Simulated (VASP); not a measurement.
# InP (F-43m) in VASP: further runs

Aim: see how the results for InP move with the level of theory and the settings. Levels: r2SCAN, PBE. Tasks: single point.

All numbers are computed with VASP 6.6.1; they aren't measurements. Logs are shortened: lines on timing, memory, paths and dates and some standing lists are left out, and cuts for length are marked.

## 1. The cell of the first run

It takes space group F-43m (No. 216, cubic). Conventional cell: a = 6.144 Å, b = 6.144 Å, c = 6.144 Å, α = 90.00°, β = 90.00°, γ = 90.00°. In (site symmetry -43m) has 4 P at 2.66 Å within 3.5 Å. Within 3.5 Å of P (site symmetry -43m) lie 4 In at 2.66 Å.

## 2. Single point, r2SCAN, non-collinear spin, zero start, spin-orbit coupling (strain +4.0%)

The input, POSCAR:

```
InP
1.0
    0.0000000000      3.0719391402      3.0719391402
    3.0719391402      0.0000000000      3.0719391402
    3.0719391402      3.0719391402      0.0000000000
In P
1 1
Direct
    0.0000000000      0.0000000000      0.0000000000
    0.2500000000      0.2500000000      0.2500000000
```

The input, INCAR.step1:

```
ALGO = Normal
EDIFF = 1E-4
ENCUT = 520
GGA = PE
GGA_COMPAT = F
ISMEAR = -1
LASPH = T
LCHARG = F
LREAL = F
LSORBIT = T
LWAVE = T
MAGMOM = 0 0 0 0 0 0
NBANDS = 30
NELM = 150
PREC = Accurate
SIGMA = 0.02
```

The input, INCAR.step2:

```
ALGO = Normal
EDIFF = 1E-6
ENCUT = 520
GGA_COMPAT = F
ISIF = 2
ISMEAR = -1
ISTART = 1
LASPH = T
LCHARG = F
LMIXTAU = T
LORBIT = 11
LORBMOM = T
LREAL = F
LSORBIT = T
LWAVE = F
MAGMOM = 0 0 0 0 0 0
METAGGA = R2SCAN
NBANDS = 30
NELM = 150
PREC = Accurate
SIGMA = 0.02
```

The input, KPOINTS:

```
k-points
0
Gamma
  8 8 8
```

Potentials or basis: VASP PAW PBE potentials, release 64 (In_d, P).

Started as:

```sh
> cat potpaw_PBE.64/In_d/POTCAR potpaw_PBE.64/P/POTCAR > POTCAR
> cp INCAR.step1 INCAR
> mpirun -np 1 vasp_ncl > vasp.out
> cp INCAR.step2 INCAR
> mpirun -np 1 vasp_ncl > vasp.out
```

OUTCAR:

```text
EDIFF = 1E-6
   ENCUT = 520
   ISIF = 2
   ISMEAR = -1
   ISTART = 1
   LASPH = T
   LORBIT = 11
   LREAL = F
   LSORBIT = T
   METAGGA = R2SCAN
   NELM = 150
   PREC = Accurate

 ion  position               nearest neighbor table
   1  0.000  0.000  0.000-   2 2.66   2 2.66   2 2.66   2 2.66
   2  0.250  0.250  0.250-   1 2.66   1 2.66   1 2.66   1 2.66

  LATTYP: Found a face centered cubic cell.
 ALAT       =     6.1438782804

  Lattice vectors:

 A1 = (   0.0000000000,   3.0719391402,   3.0719391402)
 A2 = (   3.0719391402,   0.0000000000,   3.0719391402)
 A3 = (   3.0719391402,   3.0719391402,   0.0000000000)

Analysis of symmetry for initial positions (statically):
=====================================================================
 Subroutine PRICEL returns:
 Original cell was already a primitive cell.

 Routine SETGRP: Setting up the symmetry group for a
 face centered cubic supercell.

 Subroutine GETGRP returns: Found 24 space group operations
 (whereof 24 operations were pure point group operations)
 out of a pool of 48 trial point group operations.

The static configuration has the point symmetry T_d .

Analysis of symmetry for dynamics (positions and initial velocities):
=====================================================================
 Subroutine PRICEL returns:
 Original cell was already a primitive cell.

 Routine SETGRP: Setting up the symmetry group for a
 face centered cubic supercell.

 Subroutine GETGRP returns: Found 24 space group operations
 (whereof 24 operations were pure point group operations)
 out of a pool of 48 trial point group operations.

The dynamic configuration has the point symmetry T_d .

Analysis of structural, dynamic, and magnetic symmetry:
=====================================================================
 Subroutine PRICEL returns:
 Original cell was already a primitive cell.

 Routine SETGRP: Setting up the symmetry group for a
 face centered cubic supercell.

 Subroutine GETGRP returns: Found 24 space group operations
 (whereof 24 operations were pure point group operations)
 out of a pool of 48 trial point group operations.

The overall configuration has the point symmetry T_d .

 Subroutine INISYM returns: Found 24 space group operations
 (whereof 24 operations are pure point group operations),
 and found     1 'primitive' translations

----------------------------------------------------------------------------------------

                                     Primitive cell

  volume of cell :      57.9786

  direct lattice vectors                    reciprocal lattice vectors
     0.000000000  3.071939140  3.071939140    -0.162763641  0.162763641  0.162763641
     3.071939140  0.000000000  3.071939140     0.162763641 -0.162763641  0.162763641
     3.071939140  3.071939140  0.000000000     0.162763641  0.162763641 -0.162763641

  length of vectors
     4.344377995  4.344377995  4.344377995     0.281914896  0.281914896  0.281914896

  position of ions in fractional coordinates (direct lattice)
     0.000000000  0.000000000  0.000000000
     0.250000000  0.250000000  0.250000000

  ion indices of the primitive-cell ions
   primitive index   ion index
                 1           1
                 2           2

----------------------------------------------------------------------------------------

 KPOINTS: k-points

Automatic generation of k-mesh.
 Grid dimensions read from file:
 generate k-points for:    8    8    8

 Generating k-lattice:

  Cartesian coordinates                     Fractional coordinates (reciprocal lattice)
    -0.020345455  0.020345455  0.020345455     0.125000000  0.000000000  0.000000000
     0.020345455 -0.020345455  0.020345455     0.000000000  0.125000000  0.000000000
     0.020345455  0.020345455 -0.020345455     0.000000000  0.000000000  0.125000000

  Length of vectors
     0.035239362  0.035239362  0.035239362

  Shift w.r.t. Gamma in fractional coordinates (k-lattice)
     0.000000000  0.000000000  0.000000000

 Subroutine IBZKPT returns following result:
 ===========================================

 Found     43 irreducible k-points:

 Following reciprocal coordinates:
            Coordinates               Weight
  0.000000  0.000000  0.000000      1.000000
  0.125000  0.000000  0.000000      4.000000
 -0.125000  0.000000  0.000000      4.000000
  0.250000  0.000000  0.000000      4.000000
 -0.250000  0.000000  0.000000      4.000000
  0.375000  0.000000  0.000000      4.000000
[... 37 lines left out ...]
   EDIFF  = 0.1E-05   stopping-criterion for ELM
   LREAL  =      F    real-space projection
   EDIFFG = 0.1E-04   stopping-criterion for IOM
   NSW    =      0    number of steps for IOM
   IBRION =     -1    ionic relax: 0-MD 1-quasi-New 2-CG
   NFREE  =      0    steps in history (QN), initial steepest desc. (CG)
   ISIF   =      2    stress and relaxation
   ISYM   =      2    0-nonsym 1-usesym 2-fastsym
   POTIM  = 0.5000    time-step for ionic-motion
   TEBEG  =    0.0;   TEEND  =   0.0 temperature during run
   PSTRESS=    0.0 pullay stress
   NELECT =      18.0000    total number of electrons
   NUPDOWN=      -1.0000    fix difference up-down
   EMIN   =  10.00;   EMAX   =-10.00  energy-range for DOS
   EFERMI =   0.00;   METHOD = LEGACY
   ISMEAR =    -1;   SIGMA  =   0.02  broadening in eV -4-tet -1-fermi 0-gaus
   EFERMI_NEDOS =   21; number of points for ismear=-14 and -15
   IALGO  =     38    algorithm
   IMIX   =      4    mixing-type and parameters
     AMIX     =   0.40;   BMIX     =  1.00
     AMIX_MAG =   1.60;   BMIX_MAG =  1.00
  volume/ion in A,a.u.               =      28.99       195.63
  Fermi-wavevector in a.u.,A,eV,Ry     =   1.108519  2.094797 16.719028  1.228814
  Thomas-Fermi vector in A             =   2.245047
   LORBIT       =     11    0 simple, 1 ext, 2 COOP (PROOUT), +10 PAW based schemes
   METAGGA = R2SCAN    functional components
   LHFCALC =     F    Hartree Fock is set to
   AEXX    =    0.0000 exact exchange contribution
   IVDW    =     0    specifies the selected vdW correction
   LEPSILON=     F    determine dielectric tensor
   LRPA    =     F    only Hartree local field effects (RPA)
  energy-cutoff  :      520.00
  volume of cell :       57.98
 maximum number of plane-waves:      3176
   NGX = 17   NGY = 17   NGZ = 17

 number of electron      18.0000003 magnetization       0.0000000     -0.0000000      0.0000000

 number of electron      18.0000003 magnetization       0.0000000     -0.0000000     -0.0000000

 number of electron      18.0000003 magnetization       0.0000000      0.0000000      0.0000000

 Free energy of the ion-electron system (eV)
  ---------------------------------------------------
  ext. energy  EPLUGINS =         0.00000000
  ---------------------------------------------------
  free energy    TOTEN  =       -32.18986530 eV

  energy without entropy =      -32.18986452  energy(sigma->0) =      -32.18986491

 E-fermi :   3.7695     XC(G=0):  -9.2356

 val. band max:        3.6058002333   @ k =   0.0000   0.0000   0.0000
 cond. band min:       3.9191476456   @ k =   0.0000   0.0000   0.0000
 fundamental gap:      0.3133474123
 Fermi energy:         3.7694931710

 k-point     1 :       0.0000    0.0000    0.0000
  band No.  band energies     occupation
      1     -11.3528      1.00000
      2     -11.3528      1.00000
      3     -11.3528      1.00000
      4     -11.3528      1.00000
      5     -10.5454      1.00000
      6     -10.5454      1.00000
[... 781 lines left out ...]
     29      14.5514      0.00000
     30      14.5667      0.00000

 [... further k-points ...]
[... 5 lines left out ...]
  --------------------------------------------------------------------------------------
  -------------------------------------------------------------------------------------
  Total       -2.2491520     -2.2491520     -2.2491520      0.0000000      0.0000000      0.0000000
  in kB      -62.1529238    -62.1529238    -62.1529238      0.0000000      0.0000000      0.0000000
  external PRESSURE =     -62.1529238 kB  Pullay stress =       0.0000000 kB

 VOLUME and BASIS-vectors are now :
 -----------------------------------------------------------------------------
  energy-cutoff  :      520.00
  volume of cell :       57.98
      direct lattice vectors                 reciprocal lattice vectors
     0.000000000  3.071939140  3.071939140    -0.162763641  0.162763641  0.162763641
     3.071939140  0.000000000  3.071939140     0.162763641 -0.162763641  0.162763641
     3.071939140  3.071939140  0.000000000     0.162763641  0.162763641 -0.162763641

 POSITION                                       TOTAL-FORCE (eV/Angst)
 -----------------------------------------------------------------------------------
      0.00000      0.00000      0.00000         0.000000      0.000000      0.000000
      1.53597      1.53597      1.53597        -0.000000     -0.000000     -0.000000
 -----------------------------------------------------------------------------------
    total drift:                               -0.000000     -0.000000     -0.000000

  FREE ENERGIE OF THE ION-ELECTRON SYSTEM (eV)
  ---------------------------------------------------
  free  energy   TOTEN  =       -32.1898653020 eV

  energy  without entropy=      -32.1898645237  energy(sigma->0) =      -32.18986491

 orbital moment (x)

 # of ion     p       d       tot
 ----------------------------------------
  1         0.000   0.000   0.000
  2        -0.000   0.000  -0.000
 ----------------------------------------
            0.000   0.000   0.000

 orbital moment (y)

 # of ion     p       d       tot
 ----------------------------------------
  1        -0.000  -0.000  -0.000
  2         0.000   0.000   0.000
 ----------------------------------------
           -0.000  -0.000  -0.000

 orbital moment (z)

 # of ion     p       d       tot
 ----------------------------------------
  1         0.000   0.000   0.000
  2         0.000   0.000   0.000
 ----------------------------------------
            0.000   0.000   0.000

 Spin-Orbit-Coupling matrix elements

 Ion:    1  E_soc:     -0.0640581
 l=   1
     0.0000000    -0.0044661    -0.0044661
    -0.0044661     0.0000000    -0.0044661
    -0.0044661    -0.0044661     0.0000000
 l=   2
     0.0000000    -0.0012647     0.0000000    -0.0012647    -0.0049456
    -0.0012647     0.0000000    -0.0037092    -0.0012647    -0.0012364
     0.0000000    -0.0037092     0.0000000    -0.0037092     0.0000000
    -0.0012647    -0.0012647    -0.0037092     0.0000000    -0.0012364
    -0.0049456    -0.0012364     0.0000000    -0.0012364     0.0000000
 l=   3
     0.0000000     0.0000000     0.0000000     0.0000000     0.0000000     0.0000000     0.0000000
     0.0000000     0.0000000     0.0000000     0.0000000     0.0000000     0.0000000     0.0000000
     0.0000000     0.0000000     0.0000000     0.0000000     0.0000000     0.0000000     0.0000000
     0.0000000     0.0000000     0.0000000     0.0000000     0.0000000     0.0000000     0.0000000
     0.0000000     0.0000000     0.0000000     0.0000000     0.0000000     0.0000000     0.0000000
     0.0000000     0.0000000     0.0000000     0.0000000     0.0000000     0.0000000     0.0000000
     0.0000000     0.0000000     0.0000000     0.0000000     0.0000000     0.0000000     0.0000000

 Ion:    2  E_soc:     -0.0010621
 l=   1
     0.0000000    -0.0001770    -0.0001770
    -0.0001770     0.0000000    -0.0001770
    -0.0001770    -0.0001770     0.0000000
 l=   2
     0.0000000     0.0000000     0.0000000     0.0000000     0.0000000
     0.0000000     0.0000000     0.0000000     0.0000000     0.0000000
     0.0000000     0.0000000     0.0000000     0.0000000     0.0000000
     0.0000000     0.0000000     0.0000000     0.0000000     0.0000000
     0.0000000     0.0000000     0.0000000     0.0000000     0.0000000
 l=   3
     0.0000000     0.0000000     0.0000000     0.0000000     0.0000000     0.0000000     0.0000000
     0.0000000     0.0000000     0.0000000     0.0000000     0.0000000     0.0000000     0.0000000
     0.0000000     0.0000000     0.0000000     0.0000000     0.0000000     0.0000000     0.0000000
     0.0000000     0.0000000     0.0000000     0.0000000     0.0000000     0.0000000     0.0000000
     0.0000000     0.0000000     0.0000000     0.0000000     0.0000000     0.0000000     0.0000000
     0.0000000     0.0000000     0.0000000     0.0000000     0.0000000     0.0000000     0.0000000
     0.0000000     0.0000000     0.0000000     0.0000000     0.0000000     0.0000000     0.0000000

 total charge

# of ion       s       p       d       tot
------------------------------------------
    1        0.814   0.666   9.885  11.365
    2        1.028   1.435   0.000   2.463
--------------------------------------------------
tot          1.842   2.101   9.885  13.827

 magnetization (x)

# of ion       s       p       d       tot
------------------------------------------
    1        0.000  -0.000  -0.000  -0.000
    2       -0.000   0.000   0.000   0.000
--------------------------------------------------
tot         -0.000   0.000  -0.000   0.000

 magnetization (y)

# of ion       s       p       d       tot
------------------------------------------
    1       -0.000  -0.000  -0.000  -0.000
    2       -0.000  -0.000   0.000  -0.000
--------------------------------------------------
tot         -0.000  -0.000  -0.000  -0.000

 magnetization (z)

# of ion       s       p       d       tot
------------------------------------------
    1       -0.000  -0.000   0.000  -0.000
    2        0.000   0.000   0.000   0.000
--------------------------------------------------
tot          0.000   0.000   0.000   0.000
```

It took 12 min on 1 thread of Intel Xeon 8259CL, shared host; peak memory 0.43 GiB.

Results:

```yaml
Free_energy: -32.1899 eV
Pressure: -6.2 GPa
Net_moment: 0.00 μB per cell
Valence_electrons_inside_the_program's_atomic_spheres: In 11.37; P 2.46
```

Moments on the atoms (μB; x, y, z):
```
In  0.00 0.00 0.00
P   0.00 0.00 0.00
```

Caveat: the cell differs from its parent crystal (strain +4.0%); the cell stands under tension; the PAW data sets were made with another functional, which shifts forces and pressure a little.

## 3. Single point, PBE (strain +1.0%)

The input, INCAR:

```
SYSTEM = InP
ALGO = Normal ; EDIFF = 1E-7
ENCUT = 520 ; GGA = PE
ISIF = 2 ; ISMEAR = -1
LASPH = .TRUE. ; LCHARG = .FALSE.
LREAL = .FALSE. ; LWAVE = .FALSE.
NBANDS = 16 ; NELM = 60
PREC = Accurate ; SIGMA = 0.02
```

The input, KPOINTS:

```
k-points
0
G
  8 8 8
  0 0 0
```

The input, POSCAR:

```
InP
1.0
    0.0000000000      2.9833255112      2.9833255112
    2.9833255112      0.0000000000      2.9833255112
    2.9833255112      2.9833255112      0.0000000000
In P
1 1
Direct
    0.0000000000      0.0000000000      0.0000000000
    0.2500000000      0.2500000000      0.2500000000
```

Potentials or basis: VASP PAW PBE potentials, release 64 (In_d, P).

Started as:

```sh
> cat potpaw_PBE.64/In_d/POTCAR potpaw_PBE.64/P/POTCAR > POTCAR
> mpirun -np 1 vasp_std > vasp.out
```

Wall time 9.3 s (1 thread of Intel Xeon 6975P-C (Granite Rapids), shared host); peak memory 0.18 GiB.

Results (log left out):

| Property | Result |
| --- | --- |
| Free energy | -8.4061 eV |
| Pressure | -0.3 GPa |
| Band gap on the k mesh | 0.42 eV |

Levels at points of the mesh, in eV from the valence-band top:
| k point | band 7 | band 8 | band 9 | band 10 | band 11 | band 12 |
| --- | --- | --- | --- | --- | --- | --- |
| (0.00, 0.00, 0.00) | 0.00 | 0.00 | 0.00 | 0.42 | 4.09 | 4.09 |
| (0.50, 0.00, 0.00) | -5.46 | -0.90 | -0.90 | 1.37 | 4.80 | 4.80 |
| (0.50, 0.50, 0.00) | -5.52 | -2.15 | -2.15 | 1.85 | 2.26 | 8.89 |

Caveat: the cell differs from its parent crystal (strain +1.0%); spin-orbit coupling is left out, which moves the levels of the heavy elements.
